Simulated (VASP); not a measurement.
# LiSi16 (a cell with a defect) in VASP: a series of runs

Runs on LiSi16 (a cell with a defect). Level: LDA. Tasks: single point.

Program: VASP 6.6.1. These are calculated values, not measurements. Logs are shortened: lines on timing, memory, paths and dates and some standing lists are left out, and cuts for length are marked.

## 1. The cell of the first run

The cell holds a defect, 17 atoms: a = 7.679 Å, b = 7.679 Å, c = 7.679 Å, α = 60.00°, β = 60.00°, γ = 60.00°.

## 2. Single point, LDA

The input, INCAR:

```
SYSTEM = LiSi16
PREC = Accurate
ENCUT = 520
EDIFF = 1E-6
ISMEAR = 0
SIGMA = 0.02
LREAL = Auto
LASPH = .True.
NELM = 80
ALGO = Normal
ISIF = 2
LWAVE = .False.
LCHARG = .False.
NELECT = 66.0
NBANDS = 48
```

The input, KPOINTS:

```
Automatic mesh
0
Gamma
  2 2 2
  0 0 0
```

The input, POSCAR:

```
LiSi16
1.0
    0.0000000000      5.4300000000      5.4300000000
    5.4300000000      0.0000000000      5.4300000000
    5.4300000000      5.4300000000      0.0000000000
Si Li
16 1
Direct
    0.0055963333      0.0008890657      0.0058388209
    0.1278023222      0.1303086058      0.1280535705
    0.0059195417      0.0012285705      0.5019326554
    0.1356215341      0.1259134636      0.6266184089
    0.0033521746      0.5028581752      0.0036287523
    0.1275525532      0.6270554972      0.1278272203
    0.0055720840      0.5051374428      0.5016756970
    0.1278010221      0.6273473264      0.6310788446
    0.5016783973      0.0012266801      0.0061857840
    0.6263745361      0.1259216189      0.1358658145
    0.5039902347      0.0035561580      0.5042329781
    0.6267976746      0.1263126999      0.6270649423
    0.5013958903      0.5051457961      0.0058227305
    0.6308026042      0.6273491673      0.1280539610
    0.5016870544      0.5054366580      0.5019393121
    0.6263508875      0.6351843467      0.6266027389
    0.7541112556      0.2536403277      0.7543734687
```

Potentials or basis: VASP PAW LDA potentials, release 64 (Si, Li_sv).

Run with:

```bash
$ cat potpaw_LDA.64/Si/POTCAR potpaw_LDA.64/Li_sv/POTCAR > POTCAR
$ mpirun -np 1 vasp_std > vasp.out
```

OUTCAR:

```text
SYSTEM = LiSi16
   PREC = Accurate
   ENCUT = 520
   EDIFF = 1E-6
   ISMEAR = 0
   LREAL = Auto
   LASPH = .True.
   NELM = 80
   ISIF = 2
   NELECT = 66.0

 ion  position               nearest neighbor table
   1  0.006  0.001  0.006-   2 2.34   6 2.34   4 2.38  10 2.38  17 2.73
   2  0.128  0.130  0.128-   5 2.34   1 2.34   9 2.34   3 2.34
   3  0.006  0.001  0.502-   2 2.34   8 2.34   4 2.38  12 2.38  17 2.74
   4  0.136  0.126  0.627-  11 2.31   3 2.38   1 2.38   7 2.38  17 2.39
   5  0.003  0.503  0.004-   2 2.34  14 2.34   8 2.34   6 2.34
   6  0.128  0.627  0.128-   5 2.34   1 2.34  13 2.34   7 2.34
   7  0.006  0.505  0.502-   8 2.34   6 2.34  16 2.38   4 2.38  17 2.73
   8  0.128  0.627  0.631-   5 2.34   7 2.34   3 2.34  15 2.34
   9  0.502  0.001  0.006-   2 2.34  14 2.34  10 2.38  12 2.38  17 2.74
  10  0.626  0.126  0.136-  11 2.31   9 2.38   1 2.38  13 2.38  17 2.39
  11  0.504  0.004  0.504-  10 2.31   4 2.31  16 2.31  12 2.31
  12  0.627  0.126  0.627-  11 2.31   9 2.38   3 2.38  15 2.38  17 2.39
  13  0.501  0.505  0.006-  14 2.34   6 2.34  16 2.38  10 2.38  17 2.73
  14  0.631  0.627  0.128-   5 2.34  13 2.34   9 2.34  15 2.34
  15  0.502  0.505  0.502-  14 2.34   8 2.34  16 2.38  12 2.38  17 2.74
  16  0.626  0.635  0.627-  11 2.31  15 2.38  13 2.38   7 2.38  17 2.39
  17  0.754  0.254  0.754-  10 2.39   4 2.39  16 2.39  12 2.39   1 2.73  13 2.73   7 2.73   9 2.74
                             3 2.74  15 2.74

  LATTYP: Found a face centered cubic cell.
 ALAT       =    10.8600000000

  Lattice vectors:

 A1 = (   0.0000000000,   5.4300000000,   5.4300000000)
 A2 = (   5.4300000000,   0.0000000000,   5.4300000000)
 A3 = (   5.4300000000,   5.4300000000,   0.0000000000)

Analysis of symmetry for initial positions (statically):
=====================================================================
 Subroutine PRICEL returns:
 Original cell was already a primitive cell.

 Routine SETGRP: Setting up the symmetry group for a
 face centered cubic supercell.

 Subroutine GETGRP returns: Found  1 space group operations
 (whereof  1 operations were pure point group operations)
 out of a pool of 48 trial point group operations.

The static configuration has the point symmetry C_1 .

Analysis of symmetry for dynamics (positions and initial velocities):
=====================================================================
 Subroutine PRICEL returns:
 Original cell was already a primitive cell.

 Routine SETGRP: Setting up the symmetry group for a
 face centered cubic supercell.

 Subroutine GETGRP returns: Found  1 space group operations
 (whereof  1 operations were pure point group operations)
 out of a pool of 48 trial point group operations.

The dynamic configuration has the point symmetry C_1 .

 Subroutine INISYM returns: Found  1 space group operations
 (whereof  1 operations are pure point group operations),
 and found     1 'primitive' translations

----------------------------------------------------------------------------------------

                                     Primitive cell

  volume of cell :     320.2060

  direct lattice vectors                    reciprocal lattice vectors
     0.000000000  5.430000000  5.430000000    -0.092081031  0.092081031  0.092081031
     5.430000000  0.000000000  5.430000000     0.092081031 -0.092081031  0.092081031
     5.430000000  5.430000000  0.000000000     0.092081031  0.092081031 -0.092081031

  length of vectors
     7.679179644  7.679179644  7.679179644     0.159489025  0.159489025  0.159489025

  position of ions in fractional coordinates (direct lattice)
     0.005596333  0.000889066  0.005838821
     0.127802322  0.130308606  0.128053571
     0.005919542  0.001228570  0.501932655
     0.135621534  0.125913464  0.626618409
     0.003352175  0.502858175  0.003628752
     0.127552553  0.627055497  0.127827220
[... 9 lines left out ...]
     0.626350888  0.635184347  0.626602739
     0.754111256  0.253640328  0.754373469

  ion indices of the primitive-cell ions
   primitive index   ion index
                 1           1
                 2           2
                 3           3
                 4           4
                 5           5
                 6           6
[... 9 lines left out ...]
                16          16
                17          17

----------------------------------------------------------------------------------------

 KPOINTS: Automatic mesh

Automatic generation of k-mesh.
 Grid dimensions read from file:
 generate k-points for:    2    2    2

 Generating k-lattice:

  Cartesian coordinates                     Fractional coordinates (reciprocal lattice)
    -0.046040516  0.046040516  0.046040516     0.500000000  0.000000000  0.000000000
     0.046040516 -0.046040516  0.046040516     0.000000000  0.500000000  0.000000000
     0.046040516  0.046040516 -0.046040516     0.000000000  0.000000000  0.500000000

  Length of vectors
     0.079744512  0.079744512  0.079744512

  Shift w.r.t. Gamma in fractional coordinates (k-lattice)
     0.000000000  0.000000000  0.000000000

 Subroutine IBZKPT returns following result:
 ===========================================

 Found      8 irreducible k-points:

 Following reciprocal coordinates:
            Coordinates               Weight
  0.000000  0.000000  0.000000      1.000000
  0.500000  0.000000  0.000000      1.000000
  0.000000  0.500000  0.000000      1.000000
  0.000000  0.000000  0.500000      1.000000
  0.500000  0.500000  0.500000      1.000000
  0.500000  0.500000  0.000000      1.000000
  0.000000  0.500000  0.500000      1.000000
  0.500000  0.000000  0.500000      1.000000
   k-points           NKPTS =      8   k-points in BZ     NKDIM =      8   number of bands    NBANDS=     48
   number of dos      NEDOS =    301   number of ions     NIONS =     17
   total plane-waves  NPLWV = 216000
   dimension x,y,z NGX =    60 NGY =   60 NGZ =   60
   dimension x,y,z NGXF=   120 NGYF=  120 NGZF=  120
   ions per type =              16   1
   NGX,Y,Z   is equivalent  to a cutoff of  12.99, 12.99, 12.99 a.u.
   NGXF,Y,Z  is equivalent  to a cutoff of  25.98, 25.98, 25.98 a.u.
 SYSTEM =  LiSi16
   PREC   = accura    normal or accurate (medium, high low for compatibility)
   ISTART =      0    job   : 0-new  1-cont  2-samecut
   ICHARG =      2    charge: 1-file 2-atom 10-const
   ISPIN  =      1    spin polarized calculation?
   LNONCOLLINEAR =      F non collinear calculations
   LSORBIT =      F    spin-orbit coupling
   LASPH  =      T    aspherical Exc in radial PAW
   ENCUT  =  520.0 eV  38.22 Ry    6.18 a.u.  14.28 14.28 14.28*2*pi/ulx,y,z
   NELM   =     80;   NELMIN=  2; NELMDL= -5     # of ELM steps
   EDIFF  = 0.1E-05   stopping-criterion for ELM
   LREAL  =      T    real-space projection
   EDIFFG = 0.1E-04   stopping-criterion for IOM
   NSW    =      0    number of steps for IOM
   IBRION =     -1    ionic relax: 0-MD 1-quasi-New 2-CG
   NFREE  =      0    steps in history (QN), initial steepest desc. (CG)
   ISIF   =      2    stress and relaxation
   ISYM   =      2    0-nonsym 1-usesym 2-fastsym
   POTIM  = 0.5000    time-step for ionic-motion
   TEBEG  =    0.0;   TEEND  =   0.0 temperature during run
   PSTRESS=    0.0 pullay stress
   NELECT =      66.0000    total number of electrons
   NUPDOWN=      -1.0000    fix difference up-down
   EMIN   =  10.00;   EMAX   =-10.00  energy-range for DOS
   EFERMI =   0.00;   METHOD = LEGACY
   ISMEAR =     0;   SIGMA  =   0.02  broadening in eV -4-tet -1-fermi 0-gaus
   EFERMI_NEDOS =   21; number of points for ismear=-14 and -15
   IALGO  =     38    algorithm
   IMIX   =      4    mixing-type and parameters
     AMIX     =   0.40;   BMIX     =  1.00
     AMIX_MAG =   1.60;   BMIX_MAG =  1.00
  volume/ion in A,a.u.               =      18.84       127.11
  Fermi-wavevector in a.u.,A,eV,Ry     =   0.967044  1.827449 12.723821  0.935174
  Thomas-Fermi vector in A             =   2.096897
   LORBIT       =      0    0 simple, 1 ext, 2 COOP (PROOUT), +10 PAW based schemes
   GGA     = CA    functional components
   LHFCALC =     F    Hartree Fock is set to
   AEXX    =    0.0000 exact exchange contribution
   IVDW    =     0    specifies the selected vdW correction
   LEPSILON=     F    determine dielectric tensor
   LRPA    =     F    only Hartree local field effects (RPA)
 non-spin polarized calculation
 Gauss-broadening in eV      SIGMA  =   0.02
  energy-cutoff  :      520.00
  volume of cell :      320.21
 maximum number of plane-waves:      8646
 NGX is ok and might be reduce to    60
   NGX = 29   NGY = 29   NGZ = 29

 number of electron      66.0000001 magnetization

 Free energy of the ion-electron system (eV)
  ---------------------------------------------------
  ext. energy  EPLUGINS =         0.00000000
  ---------------------------------------------------
  free energy    TOTEN  =      -102.37439673 eV

  energy without entropy =     -102.37439673  energy(sigma->0) =     -102.37439673

 E-fermi :   6.2007     XC(G=0):  -9.6486

 val. band max:        5.9893707497   @ k =   0.0000   0.0000   0.0000
 cond. band min:       6.5157600029   @ k =   0.0000   0.0000   0.0000
 fundamental gap:      0.5263892532
 Fermi energy:         6.2006799446

 k-point     1 :       0.0000    0.0000    0.0000
  band No.  band energies     occupation
      1     -39.5203      2.00000
      2      -5.9747      2.00000
      3      -3.7122      2.00000
      4      -3.6597      2.00000
      5      -3.6596      2.00000
      6      -3.6588      2.00000
[... 37 lines left out ...]
     44       8.2443      0.00000
     45       8.2444      0.00000

 k-point     2 :       0.5000    0.0000    0.0000
  band No.  band energies     occupation
      1     -39.5204      2.00000
      2      -5.2453      2.00000
      3      -5.1225      2.00000
      4      -3.3973      2.00000
      5      -3.3661      2.00000
      6      -3.3635      2.00000
[... 280 lines left out ...]
 k-point     8 :       0.5000    0.0000    0.5000
  band No.  band energies     occupation
      1     -39.5203      2.00000
      2      -4.9574      2.00000
      3      -4.8667      2.00000
      4      -3.9751      2.00000
      5      -3.9489      2.00000
      6      -3.9485      2.00000
[... 37 lines left out ...]
     44      10.1850      0.00000
     45      10.2662      0.00000
 [bands above 45 left out]

------------------------ aborting loop because EDIFF is reached ----------------------------------------

  FORCE on cell =-STRESS in cart. coord.  units (eV):
  Direction    XX          YY          ZZ          XY          YZ          ZX
  --------------------------------------------------------------------------------------
  -------------------------------------------------------------------------------------
  Total       -8.4316183     -8.4346836     -8.4323205      0.0015647      0.0021408      0.0038649
  in kB      -42.1883008    -42.2036384    -42.1918147      0.0078289      0.0107115      0.0193386
  external PRESSURE =     -42.1945846 kB  Pullay stress =       0.0000000 kB

 VOLUME and BASIS-vectors are now :
 -----------------------------------------------------------------------------
  energy-cutoff  :      520.00
  volume of cell :      320.21
      direct lattice vectors                 reciprocal lattice vectors
     0.000000000  5.430000000  5.430000000    -0.092081031  0.092081031  0.092081031
     5.430000000  0.000000000  5.430000000     0.092081031 -0.092081031  0.092081031
     5.430000000  5.430000000  0.000000000     0.092081031  0.092081031 -0.092081031

 POSITION                                       TOTAL-FORCE (eV/Angst)
 -----------------------------------------------------------------------------------
      0.03653      0.06209      0.03522         0.002422     -0.003353      0.002725
      1.40291      1.38930      1.40154         0.002128      0.002019      0.001922
      2.73217      2.75764      0.03881         0.004869     -0.002581     -0.002838
      4.08625      4.13896      1.42014         0.000585      0.000054     -0.000080
      2.75022      0.03791      2.74872         0.003154      0.004750      0.003035
      4.09901      1.38671      4.09752         0.001641      0.002402      0.001863
[... 9 lines left out ...]
      6.85150      6.80354      6.85014        -0.000067      0.001850      0.000024
      5.47351      8.19107      5.47209        -0.005817     -0.006485     -0.005961
 -----------------------------------------------------------------------------------
    total drift:                               -0.001747     -0.007385      0.000129

  FREE ENERGIE OF THE ION-ELECTRON SYSTEM (eV)
  ---------------------------------------------------
  free  energy   TOTEN  =      -102.3743967284 eV

  energy  without entropy=     -102.3743967284  energy(sigma->0) =     -102.37439673
```

Wall time 5.2 min (1 thread of Intel Xeon Platinum 8259CL at 2.50GHz (Skylake/Cascade Lake), shared host); peak memory 0.39 GiB.

What came out:

* Free energy: -102.3744 eV
* Largest force: 0.011 eV/Å

Forces on the atoms (eV/Å):
```
Si   0.002 -0.003  0.003
Si   0.002  0.002  0.002
Si   0.005 -0.003 -0.003
Si   0.001  0.000  0.000
Si   0.003  0.005  0.003
Si   0.002  0.002  0.002
Si   0.002  0.002 -0.002
Si   0.000  0.001  0.003
Si  -0.003 -0.003  0.005
Si   0.000  0.000  0.000
Si  -0.002 -0.001 -0.003
Si  -0.006 -0.006 -0.006
Si  -0.002  0.002  0.002
Si   0.003  0.002  0.000
Si  -0.002  0.004 -0.002
Si   0.000  0.002  0.000
Li  -0.006 -0.006 -0.006
```

Caveat: the k points lie up to 0.50 Å⁻¹ apart; the cell carries a net charge on a neutralising background, which shifts energy and pressure; the cell is charged against a uniform background, so pressure and absolute levels hang on convention; the cutoff is under 1.25 times the usual one of these potentials, so pressure, stress and relaxed cells hold a basis-set (Pulay) error.

## 3. Single point, LDA

The input, INCAR:

```
ALGO     = Normal         # electronic algorithm
EDIFF    = 1E-6           # SCF threshold, eV
ENCUT    = 520            # plane-wave cutoff, eV
ISIF     = 2              # what is computed and relaxed
ISMEAR   = 0              # smearing method
LASPH    = True           # aspherical terms in the spheres
LCHARG   = True           # write CHGCAR
LELF     = True           # ELF
LREAL    = Auto         
LVHAR    = True         
LWAVE    = False          # write WAVECAR
NBANDS   = 48             # bands
NELECT   = 66.0         
NELM     = 100            # most SCF steps
PREC     = Accurate       # precision mode
SIGMA    = 0.02           # smearing width, eV
```

The input, KPOINTS:

```
k-points
0
Gamma
  2 2 2
```

The input, POSCAR:

```
LiSi16
1.0
    0.0000000000      5.4300000000      5.4300000000
    5.4300000000      0.0000000000      5.4300000000
    5.4300000000      5.4300000000      0.0000000000
Si Li
16 1
Direct
   -0.0025977083      0.0071879729     -0.0024214005
    0.1232087321      0.1346603477      0.1233679299
   -0.0052852208      0.0105429708      0.4972540512
    0.1232205565      0.1346591892      0.6185135234
   -0.0013538635      0.5135421958     -0.0011778356
    0.1201791438      0.6389231179      0.1203374162
   -0.0013557934      0.5135269410      0.4887572223
    0.1241579730      0.6367526597      0.6194172188
    0.4970940055      0.0105257309     -0.0051105504
    0.6183404138      0.1346570409      0.1233877785
    0.4970980914      0.0105025366      0.4972607062
    0.6221459710      0.1329573123      0.6223219908
    0.4885940899      0.5135156847     -0.0011805940
    0.6192453955      0.6367402390      0.1243374910
    0.4979627445      0.5055247408      0.4981322164
    0.6192514355      0.6367232371      0.6194278992
    0.8699427235      0.3898156828      0.8700471068
```

Potentials or basis: VASP PAW LDA potentials, release 64 (Si, Li_sv).

Run with:

```bash
$ cat potpaw_LDA.64/Si/POTCAR potpaw_LDA.64/Li_sv/POTCAR > POTCAR
$ mpirun -np 1 vasp_std > vasp.out
```

Run time: 5.4 min. Hardware: 1 thread of Intel Xeon Platinum 8259CL at 2.50GHz (Skylake/Cascade Lake), shared host; peak memory 0.38 GiB.

The run converged. Its results:

| Item | Value |
| --- | --- |
| Free energy | -102.3735 eV |
| Largest force | 0.027 eV/Å |

Forces on the atoms (eV/Å):
```
Si  -0.009  0.009 -0.009
Si  -0.006 -0.008 -0.007
Si   0.006 -0.006  0.004
Si   0.008  0.007 -0.008
Si   0.001 -0.006  0.002
Si  -0.014  0.012 -0.015
Si   0.007 -0.001  0.001
Si   0.005 -0.005 -0.008
Si   0.004 -0.006  0.006
Si  -0.008  0.007  0.008
Si   0.006 -0.004  0.006
Si   0.009 -0.007  0.009
Si   0.001 -0.001  0.008
Si  -0.008 -0.005  0.005
Si   0.009 -0.010  0.009
Si   0.006  0.009  0.006
Li  -0.016  0.014 -0.017
```

Levels at points of the mesh, in eV from the Fermi level:
| k point | band 31 | band 32 | band 33 | band 34 | band 35 | band 36 |
| --- | --- | --- | --- | --- | --- | --- |
| (0.00, 0.00, 0.00) | -0.22 | -0.22 | -0.22 | 0.31 | 0.31 | 0.31 |
| (0.50, 0.00, 0.00) | -1.03 | -0.95 | -0.95 | 0.87 | 1.08 | 1.08 |
| (0.00, 0.50, 0.00) | -1.03 | -0.94 | -0.94 | 0.89 | 1.07 | 1.07 |
| (0.00, 0.00, 0.50) | -1.03 | -0.95 | -0.95 | 0.87 | 1.08 | 1.08 |
| (0.50, 0.50, 0.50) | -1.03 | -0.95 | -0.95 | 0.87 | 1.08 | 1.08 |
| (0.50, 0.50, 0.00) | -1.58 | -1.53 | -1.49 | 0.75 | 0.83 | 1.88 |
| (0.00, 0.50, 0.50) | -1.58 | -1.53 | -1.49 | 0.75 | 0.83 | 1.88 |
| (0.50, 0.00, 0.50) | -1.58 | -1.53 | -1.49 | 0.75 | 0.83 | 1.88 |

Caveat: the k points lie up to 0.50 Å⁻¹ apart; the cell carries a net charge on a neutralising background, which shifts energy and pressure; the cell is charged against a uniform background, so pressure and absolute levels hang on convention; the cutoff is under 1.25 times the usual one of these potentials, so pressure, stress and relaxed cells hold a basis-set (Pulay) error.
